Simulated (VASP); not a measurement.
# ScBr3 in VASP: single point with PBE

Aim: the single point of ScBr3 with PBE.

All numbers are computed with VASP 6.6.1; they aren't measurements. Logs are shortened: lines on timing, memory, paths and dates and some standing lists are left out, and cuts for length are marked.

## 1. The cell of the first run

The cell holds a sheet with vacuum, 4 atoms: a = 5.824 Å, b = 5.824 Å, c = 24.005 Å, α = 90.00°, β = 90.00°, γ = 90.00°.

The cell was generated, and may not be a known phase.

## 2. Single point, PBE, collinear spin

Input file INCAR:

```
PREC     = Accurate       # precision mode
ENCUT    = 520            # plane-wave cutoff, eV
EDIFF    = 1E-6           # SCF threshold, eV
ISMEAR   = 0              # smearing method
SIGMA    = 0.1            # smearing width, eV
LREAL    = False          # projectors in reciprocal space
LASPH    = True           # aspherical terms in the spheres
NELM     = 150            # most SCF steps
ALGO     = Normal         # electronic algorithm
ISIF     = 2              # what is computed and relaxed
LWAVE    = False          # write WAVECAR
LCHARG   = False          # write CHGCAR
ISPIN    = 2              # spin polarisation
MAGMOM   = 1 0 0 0        # initial moments
LORBIT   = 11             # projections on sites
LMAXMIX  = 4              # l up to which the mixer works
LDIPOL   = True         
IDIPOL   = 3            
DIPOL    = 0.5 0.5 0.312
GGA      = PE             # functional
NBANDS   = 28             # bands
```

Input file KPOINTS:

```
Automatic mesh
0
Gamma
  4 4 1
```

Input file POSCAR:

```
ScBr3
1.0
    5.8237463610      0.0000000000      0.0000000000
    0.0000000000      5.8237463610      0.0000000000
    0.0000000000      0.0000000000     24.0049600000
Sc Br
1 3
Direct
    0.0000000000      0.0000000000      0.3124354300
    0.0000000000      0.5000000000      0.3124450246
    0.5000000000      0.0000000000      0.3124258354
    0.5000000000      0.5000000000      0.3124354300
```

Potentials or basis: VASP PAW PBE potentials, release 64 (Sc_sv, Br).

The run is started by

```sh
$ cat potpaw_PBE.64/Sc_sv/POTCAR potpaw_PBE.64/Br/POTCAR > POTCAR
$ mpirun -np 1 vasp_std > vasp.out
```

OUTCAR:

```text
PREC = Accurate
   ENCUT = 520
   EDIFF = 1E-6
   ISMEAR = 0
   LREAL = False
   LASPH = True
   NELM = 150
   ISIF = 2
   ISPIN = 2
   LORBIT = 11
   GGA = PE

 ion  position               nearest neighbor table
   1  0.000  0.000  0.312-   2 2.91   3 2.91   2 2.91   3 2.91
   2  0.000  0.500  0.312-   1 2.91   1 2.91
   3  0.500  0.000  0.312-   1 2.91   1 2.91
   4  0.500  0.500  0.312-

  LATTYP: Found a simple tetragonal cell.
 ALAT       =     5.8237463610
 C/A-ratio  =     4.1219102811

  Lattice vectors:

 A1 = (   5.8237463610,   0.0000000000,   0.0000000000)
 A2 = (   0.0000000000,   5.8237463610,   0.0000000000)
 A3 = (   0.0000000000,   0.0000000000,  24.0049600000)

Analysis of symmetry for initial positions (statically):
=====================================================================
 Subroutine PRICEL returns:
 Original cell was already a primitive cell.

 Routine SETGRP: Setting up the symmetry group for a
 simple tetragonal supercell.

 Subroutine GETGRP returns: Found  8 space group operations
 (whereof  4 operations were pure point group operations)
 out of a pool of 16 trial point group operations.

The static configuration has the point symmetry C_2v.
 The point group associated with its full space group is D_2d.

Analysis of symmetry for dynamics (positions and initial velocities):
=====================================================================
 Subroutine PRICEL returns:
 Original cell was already a primitive cell.

 Routine SETGRP: Setting up the symmetry group for a
 simple tetragonal supercell.

 Subroutine GETGRP returns: Found  8 space group operations
 (whereof  4 operations were pure point group operations)
 out of a pool of 16 trial point group operations.

The dynamic configuration has the point symmetry C_2v.
 The point group associated with its full space group is D_2d.

Analysis of structural, dynamic, and magnetic symmetry:
=====================================================================
 Subroutine PRICEL returns:
 Original cell was already a primitive cell.

 Routine SETGRP: Setting up the symmetry group for a
 simple tetragonal supercell.

 Subroutine GETGRP returns: Found  8 space group operations
 (whereof  4 operations were pure point group operations)
 out of a pool of 16 trial point group operations.

The overall configuration has the point symmetry C_2v.
 The point group associated with its full space group is D_2d.

[... 115 lines left out ...]
 Gauss-broadening in eV      SIGMA  =   0.10
  energy-cutoff  :      520.00
  volume of cell :      814.15
 maximum number of plane-waves:     21951
 NGX is ok and might be reduce to    48
   NGX = 21   NGY = 21   NGZ = 89

 dipolmoment           0.000000      0.000000      0.000004 electrons x Angstroem

 number of electron      32.0000002 magnetization       1.0002747

 dipolmoment           0.000000      0.000000     -0.000001 electrons x Angstroem

 Free energy of the ion-electron system (eV)
  ---------------------------------------------------
  ext. energy  EPLUGINS =         0.00000000
  ---------------------------------------------------
  free energy    TOTEN  =       -12.45524155 eV

  energy without entropy =      -12.44982534  energy(sigma->0) =      -12.45253345

 E-fermi :  -3.3953     XC(G=0):  -1.6636

 val. band max:       -3.5237203512   @ k =   0.5000   0.5000   0.0000
 cond. band min:      -3.3675716498   @ k =   0.0000   0.0000   0.0000
 fundamental gap:      0.1561487014
 Fermi energy:        -3.3952537249

 spin component 1

 k-point     1 :       0.0000    0.0000    0.0000
  band No.  band energies     occupation
      1     -54.8043      1.00000
      2     -33.4836      1.00000
      3     -33.4836      1.00000
      4     -33.2966      1.00000
      5     -19.3633      1.00000
      6     -18.7851      1.00000
[... 175 lines left out ...]
     27       2.6848      0.00000
     28       2.6906      0.00000
 Fermi energy:        -3.3952537249

 spin component 2

 k-point     1 :       0.0000    0.0000    0.0000
  band No.  band energies     occupation
      1     -54.1545      1.00000
      2     -32.9934      1.00000
      3     -32.9934      1.00000
      4     -32.2951      1.00000
      5     -19.3789      1.00000
      6     -18.8049      1.00000
[... 175 lines left out ...]
     27       2.8147      0.00000
     28       2.8150      0.00000

------------------------ aborting loop because EDIFF is reached ----------------------------------------

 vacuum level on the upper side and lower side of the slab       (xc-potential included)        -0.046        -0.044

  FORCE on cell =-STRESS in cart. coord.  units (eV):
  Direction    XX          YY          ZZ          XY          YZ          ZX
  --------------------------------------------------------------------------------------
  -------------------------------------------------------------------------------------
  Total        0.4615208      0.4615208     -0.0113288      0.0000000      0.0000000      0.0000000
  in kB        0.9082304      0.9082304     -0.0222940      0.0000000      0.0000000      0.0000000
  external PRESSURE =       0.5980556 kB  Pullay stress =       0.0000000 kB

 VOLUME and BASIS-vectors are now :
 -----------------------------------------------------------------------------
  energy-cutoff  :      520.00
  volume of cell :      814.15
      direct lattice vectors                 reciprocal lattice vectors
     5.823746361  0.000000000  0.000000000     0.171710775  0.000000000  0.000000000
     0.000000000  5.823746361  0.000000000     0.000000000  0.171710775  0.000000000
     0.000000000  0.000000000 24.004960000     0.000000000  0.000000000  0.041658057

 POSITION                                       TOTAL-FORCE (eV/Angst)
 -----------------------------------------------------------------------------------
      0.00000      0.00000      7.50000         0.000000      0.000000      0.000000
      0.00000      2.91187      7.50023         0.000000      0.000000     -0.000135
      2.91187      0.00000      7.49977         0.000000      0.000000      0.000135
      2.91187      2.91187      7.50000         0.000000      0.000000     -0.000000
 -----------------------------------------------------------------------------------
    total drift:                               -0.000000     -0.000000     -0.000008

  FREE ENERGIE OF THE ION-ELECTRON SYSTEM (eV)
  ---------------------------------------------------
  free  energy   TOTEN  =       -12.4552415549 eV

  energy  without entropy=      -12.4498253353  energy(sigma->0) =      -12.45253345

 vacuum level on the upper side and lower side of the slab         0.978         0.977

 total charge

# of ion       s       p       d       tot
------------------------------------------
    1        2.124   6.010   1.005   9.140
    2        1.619   3.197   0.018   4.834
    3        1.619   3.197   0.018   4.834
    4        1.641   3.162   0.023   4.827
--------------------------------------------------
tot          7.004  15.567   1.065  23.635

 magnetization (x)

# of ion       s       p       d       tot
------------------------------------------
    1        0.045   0.002   0.721   0.768
    2       -0.001  -0.019   0.000  -0.020
    3       -0.001  -0.019   0.000  -0.020
    4       -0.001  -0.003   0.000  -0.004
--------------------------------------------------
tot          0.042  -0.039   0.721   0.724
```

stdout:

```text
POSCAR found type information on POSCAR ScBr
 POSCAR found :  2 types and       4 ions
 scaLAPACK will be used
 LDA part: xc-table for (Slater+PW92), standard interpolation
 POSCAR, INCAR and KPOINTS ok, starting setup
 FFT: planning ... GRIDC
 FFT: planning ... GRID_SOFT
 FFT: planning ... GRID
 WAVECAR not read
 entering main loop
```

Run time: 7.6 min. Hardware: 1 thread of AMD EPYC 9R45 (Zen 5), shared host; peak memory 1.2 GiB.

Results:

```
Free energy                                           : -12.4552 eV
Net moment                                            : 1.00 μB per cell
Site moments                                          : Sc +0.77; Br -0.02, -0.00 (each value once) μB
Valence electrons inside the program's atomic spheres : Sc 9.14; Br 4.83
```
